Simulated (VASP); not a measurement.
Wanted: the native input for a VASP 6.6.1 run.

```yaml
Task: single point
Functional: LDA
Potentials_or_basis: VASP PAW LDA potentials, release 64 (W_sv, S)
Cutoff: 520 eV
k_mesh: 6 × 6 × 6
Occupations: gaussian, width 0.05 eV
Spin: collinear spin, ferromagnetic start
Starting_moments: "[2.0, 0.0, 0.0] μB"
Hubbard_terms: W d U = 7.0 eV, J = 0.5 eV
Dipole_correction: no
LDAUTYPE: 1
Hund's_J: 0.5
Further_INCAR_settings: ALGO = Normal; EDIFF = 1e-07; NBANDS = 24
```

The structure of WS2 lies in POSCAR:

```
WS2
1.0
    0.0000000000      3.0079352200      3.0079352200
    3.0079352200      0.0000000000      3.0079352200
    3.0079352200      3.0079352200      0.0000000000
W S
1 2
Direct
    0.0000000000      0.0000000000      0.0000000000
    0.2500000000      0.2500000000      0.2500000000
    0.7500000000      0.7500000000      0.7500000000
```

The input as run:

INCAR

```
SYSTEM = WS2
PREC     = Accurate       ! precision mode
ENCUT    = 520            ! plane-wave cutoff, eV
EDIFF    = 1E-7           ! SCF threshold, eV
ISMEAR   = 0              ! smearing method
SIGMA    = 0.05           ! smearing width, eV
LREAL    = .False.        ! projectors in reciprocal space
LASPH    = .True.         ! aspherical terms in the spheres
NELM     = 150            ! most SCF steps
ALGO     = Normal         ! electronic algorithm
ISIF     = 2              ! what is computed and relaxed
LWAVE    = .False.        ! write WAVECAR
LCHARG   = .False.        ! write CHGCAR
ISPIN    = 2              ! spin polarisation
MAGMOM   = 2 0 0          ! initial moments
LORBIT   = 11             ! projections on sites
LMAXMIX  = 4              ! l up to which the mixer works
LDAU     = .True.         ! DFT+U
LDAUTYPE = 1            
LDAUL    = 2 -1           ! shell
LDAUU    = 7 0            ! U, eV
LDAUJ    = 0.5 0        
LDAUPRINT= 1            
GGA      = CA             ! functional
NBANDS   = 24             ! bands
```

KPOINTS

```
Automatic mesh
0
Gamma
  6 6 6
  0 0 0
```

Potentials or basis: VASP PAW LDA potentials, release 64 (W_sv, S).

The run is started by

```bash
$ cat potpaw_LDA.64/W_sv/POTCAR potpaw_LDA.64/S/POTCAR > POTCAR
$ mpirun -np 1 vasp_std > vasp.out
```

Results of the run:

```json
{
 "Pressure": "-3.4 GPa",
 "Band gap on the k mesh": "zero (filled and empty bands overlap)",
 "Net moment": "1.96 μB per cell",
 "Site moments": "W +1.72; S -0.05 μB",
 "Valence electrons inside the program's atomic spheres": "W 11.62; S 3.73"
}
```

Caveat: spin-orbit coupling is left out, which moves the levels of the heavy elements.

Run time: 26 s on 1 thread of Intel Xeon 6975P-C, with other jobs on the host, peak memory 0.18 GiB.
